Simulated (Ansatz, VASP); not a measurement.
One calculation of FeCo, two programs

INCAR

```
SYSTEM = FeCo
ALGO = Normal
EDIFF = 1E-6
ENCUT = 600
GGA = RE
GGA_COMPAT = .FALSE.
ISIF = 2
ISMEAR = -1
ISPIN = 2
LASPH = .TRUE.
LCHARG = .FALSE.
LMAXMIX = 4
LORBIT = 11
LREAL = .FALSE.
LWAVE = .FALSE.
MAGMOM = 3.5 2.5
NBANDS = 20
NELM = 200
PREC = Accurate
SIGMA = 0.1
```

Contents of KPOINTS:

```
k-points
0
G
  6 6 6
  0 0 0
```

Contents of POSCAR:

```
FeCo
1.0
    2.8570000000      0.0000000000      0.0000000000
    0.0000000000      2.8570000000      0.0000000000
    0.0000000000      0.0000000000      2.8570000000
Fe Co
1 1
Direct
    0.5000000000      0.5000000000      0.5000000000
    0.0000000000      0.0000000000      0.0000000000
```

Input for Ansatz:

```yaml
crystal:
  lattice:
    - [2.857, 0.0, 0.0]
    - [0.0, 2.857, 0.0]
    - [0.0, 0.0, 2.857]
  atoms:
    - { symbol: Fe, position: [0.5, 0.5, 0.5] }
    - { symbol: Co, position: [0.0, 0.0, 0.0] }
basis:
  ecutwfc: 450.0
kpoints:
  mp_grid:
    grid: [6, 6, 6]
    shift: [0.0, 0.0, 0.0]
hamiltonian:
  xc: revpbe
magnetization:
  spin_polarized: true
  per_species:
    Co: 2.5
    Fe: 3.5
scf:
  convergence:
    dr2_threshold: 1.0e-06
  lower_state_search: standard
  occupations:
    method: fermi_dirac
```

Alike in both runs: task single point; functional revPBE; k mesh 6 × 6 × 6; collinear spin.

|  | VASP | Ansatz |
| --- | --- | --- |
| version | VASP 6.6.1 | Ansatz 0.2.0 |
| potentials or method | VASP PAW PBE potentials, release 64 (Fe, Co), cutoff 600 eV | plane waves, PAW |
| occupations | fermi-dirac, width 0.1 eV | fermi-dirac |
| valence electrons in the cell | 17 | 33 |

|  | VASP | Ansatz | Ansatz less VASP |
| --- | --- | --- | --- |
| gap on the k mesh at the Fermi level (eV) | none | none | - |
| net moment per atom (μB) | 2.34 | 2.35 | +0.013 |
| size of the moment on the site where the two differ most (μB) | 1.82 | 1.89 | +0.069 |

VASP's potentials were made for PBE, not for revPBE. Site moments also hang on the region over which each program counts them. A gap of «none» marks a metal or a gap that the smearing closes. VASP's potentials hold 17 valence electrons a cell and Ansatz's 33, so a difference there can come from the potentials and not from the codes.

The k mesh is coarse, so the values compare programs but aren't converged.
